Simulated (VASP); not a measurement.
# TaN (P6_3mc) in VASP: a series of runs, part 2 of 2

VASP 6.6.1. Earlier steps stand in the parts before.

## (5) Single point, PBEsol (11.75 Å³/atom)

INCAR reads:

```
PREC = Accurate ; ENCUT = 520
EDIFF = 1E-6 ; ISMEAR = 0
SIGMA = 0.15 ; LREAL = False
LASPH = True ; NELM = 60
ALGO = Normal ; ISIF = 2
LWAVE = False ; LCHARG = False
GGA = PS ; NBANDS = 24
```

KPOINTS reads:

```
Automatic mesh
0
Gamma
  18 18 8
```

POSCAR reads:

```
TaN
1.0
    3.0364282607      0.0000000000      0.0000000000
   -1.5182141304      2.6296240105      0.0000000000
    0.0000000000      0.0000000000      5.8857825591
Ta N
2 2
Direct
    0.3333333333      0.6666666667      0.0301041378
    0.6666666667      0.3333333333      0.5301041378
    0.3333333333      0.6666666667      0.3548958622
    0.6666666667      0.3333333333      0.8548958622
```

Potentials or basis: VASP PAW PBE potentials, release 64 (Ta_pv, N).

Command:

```bash
$ cat potpaw_PBE.64/Ta_pv/POTCAR potpaw_PBE.64/N/POTCAR > POTCAR
$ mpirun -np 1 vasp_std > vasp.out
```

OUTCAR:

```text
PREC = Accurate
   ENCUT = 520
   EDIFF = 1E-6
   ISMEAR = 0
   LREAL = False
   LASPH = True
   NELM = 60
   ISIF = 2
   GGA = PS

 ion  position               nearest neighbor table
   1  0.333  0.667  0.030-   3 1.91   4 2.03   4 2.03   4 2.03   2 3.43   2 3.43   2 3.43   2 3.43
                             2 3.43   2 3.43
   2  0.667  0.333  0.530-   4 1.91   3 2.03   3 2.03   3 2.03   1 3.43   1 3.43   1 3.43   1 3.43
                             1 3.43   1 3.43
   3  0.333  0.667  0.355-   1 1.91   2 2.03   2 2.03   2 2.03
   4  0.667  0.333  0.855-   2 1.91   1 2.03   1 2.03   1 2.03

  LATTYP: Found a hexagonal cell.
 ALAT       =     3.0364282607
 C/A-ratio  =     1.9383901261

  Lattice vectors:

 A1 = (   3.0364282607,   0.0000000000,   0.0000000000)
 A2 = (  -1.5182141304,   2.6296240105,   0.0000000000)
 A3 = (   0.0000000000,   0.0000000000,   5.8857825591)

Analysis of symmetry for initial positions (statically):
=====================================================================
 Subroutine PRICEL returns:
 Original cell was already a primitive cell.

 Routine SETGRP: Setting up the symmetry group for a
[... 174 lines left out ...]

 E-fermi :   7.3927     XC(G=0): -12.8425

 val. band max:        7.3737334905   @ k =   0.0556   0.0000   0.1250
 cond. band min:       7.4024170232   @ k =   0.0556   0.0556   0.3750
 fundamental gap:      0.0286835327
 Fermi energy:         7.3927435126

 k-point     1 :       0.0000    0.0000    0.0000
  band No.  band energies     occupation
      1     -28.1973      2.00000
      2     -27.6713      2.00000
      3     -27.3130      2.00000
      4     -27.3130      2.00000
      5     -27.2691      2.00000
      6     -27.2691      2.00000
[... 637 lines left out ...]
     23      13.3766      0.00000
     24      14.0838      0.00000

 [... further k-points ...]

------------------------ aborting loop because EDIFF is reached ----------------------------------------

  FORCE on cell =-STRESS in cart. coord.  units (eV):
  Direction    XX          YY          ZZ          XY          YZ          ZX
  --------------------------------------------------------------------------------------
  -------------------------------------------------------------------------------------
  Total        7.3246300      7.3246300     10.3898906     -0.0000000     -0.0000000      0.0000000
  in kB      249.7096788    249.7096788    354.2098712     -0.0000000     -0.0000000      0.0000000
  external PRESSURE =     284.5430762 kB  Pullay stress =       0.0000000 kB

 VOLUME and BASIS-vectors are now :
 -----------------------------------------------------------------------------
  energy-cutoff  :      520.00
  volume of cell :       47.00
      direct lattice vectors                 reciprocal lattice vectors
     3.036428261  0.000000000  0.000000000     0.329334308  0.190141251  0.000000000
    -1.518214130  2.629624011  0.000000000     0.000000000  0.380282503  0.000000000
     0.000000000  0.000000000  5.885782559     0.000000000  0.000000000  0.169900942

 POSITION                                       TOTAL-FORCE (eV/Angst)
 -----------------------------------------------------------------------------------
     -0.00000      1.75308      0.17719         0.000000      0.000000     -0.112349
      1.51821      0.87654      3.12008        -0.000000     -0.000000     -0.112349
     -0.00000      1.75308      2.08884         0.000000     -0.000000      0.112349
      1.51821      0.87654      5.03173        -0.000000      0.000000      0.112349
 -----------------------------------------------------------------------------------
    total drift:                               -0.000000      0.000000      0.001861

  FREE ENERGIE OF THE ION-ELECTRON SYSTEM (eV)
  ---------------------------------------------------
  free  energy   TOTEN  =       -45.4604692715 eV

  energy  without entropy=      -45.4517543802  energy(sigma->0) =      -45.45611183
```

stdout:

```text
POSCAR found type information on POSCAR TaN
 POSCAR found :  2 types and       4 ions
 scaLAPACK will be used
 -----------------------------------------------------------------------------
|                                                                             |
|                                                                             |
|     You enforced a specific xc type in the INCAR file but a different       |
|     I HOPE YOU KNOW WHAT YOU ARE DOING!                                     |
|                                                                             |
 -----------------------------------------------------------------------------

 LDA part: xc-table for (Slater+PW92), standard interpolation
 POSCAR, INCAR and KPOINTS ok, starting setup
 FFT: planning ... GRIDC
 FFT: planning ... GRID_SOFT
 FFT: planning ... GRID
 WAVECAR not read
 entering main loop
```

Run time: 2.5 min. Hardware: 1 thread of Intel Xeon Platinum 8375C at 2.90GHz (Ice Lake), shared host; peak memory 0.3 GiB.

Results:

- Free energy: -45.4605 eV
- Pressure: 28.5 GPa
- Largest force: 0.112 eV/Å
- Band gap on the k mesh: zero (bands 16 and 17 overlap by 0.52 eV)

Forces in eV/Å, atoms in the order of the input:
```
Ta   0.000  0.000 -0.112
Ta   0.000  0.000 -0.112
N    0.000  0.000  0.112
N    0.000  0.000  0.112
```

Stress tensor (GPa, compression positive):
```
24.97  0.00  0.00
 0.00 24.97  0.00
 0.00  0.00 35.42
```

Caveat: the stress differs along the axes, from 25 to 35 GPa; the PAW data sets were made with another functional, which shifts forces and pressure a little; spin-orbit coupling is left out, which moves the levels of the heavy elements.

## (6) The runs side by side

| cell | gap on the mesh (eV) | pressure (GPa) | largest force (eV/Å) |
| --- | --- | --- | --- |
| a = 3.161, b = 3.161, c = 5.431 Å, angles 90.0, 90.0, 120.0°, 4 atoms | none | 43.9 | 5.12 |
| a = 2.996, b = 2.996, c = 6.046 Å, angles 90.0, 90.0, 120.0°, 4 atoms | none | 25.7 | 0.96 |
| a = 2.917, b = 2.917, c = 6.378 Å, angles 90.0, 90.0, 120.0°, 4 atoms | none | 23.3 | 2.43 |
| a = 3.036, b = 3.036, c = 5.886 Å, angles 90.0, 90.0, 120.0°, 4 atoms | none | 28.5 | 0.11 |

Alike in all rows: task single point; level PBEsol; potentials or basis VASP PAW PBE potentials, release 64 (Ta_pv, N); no spin polarisation; k mesh 18 × 18 × 8; cutoff (eV) 520; smearing gaussian 0.15 eV.

Caveats: the PAW data sets were made with another functional, which shifts forces and pressure a little; spin-orbit coupling is left out, which moves the levels of the heavy elements; the stress differs along the axes, from 15 to 102 GPa (at least some runs); the stress differs along the axes, from 18 to 29 GPa (at least some runs); the stress differs along the axes, from -9 to 39 GPa (at least some runs); the stress differs along the axes, from 25 to 35 GPa (at least some runs).

Total energies depend on the potentials used, so only differences within one code and one set of settings carry meaning.

The gap in the log of VASP goes by the Fermi energy; the results here count the filled bands.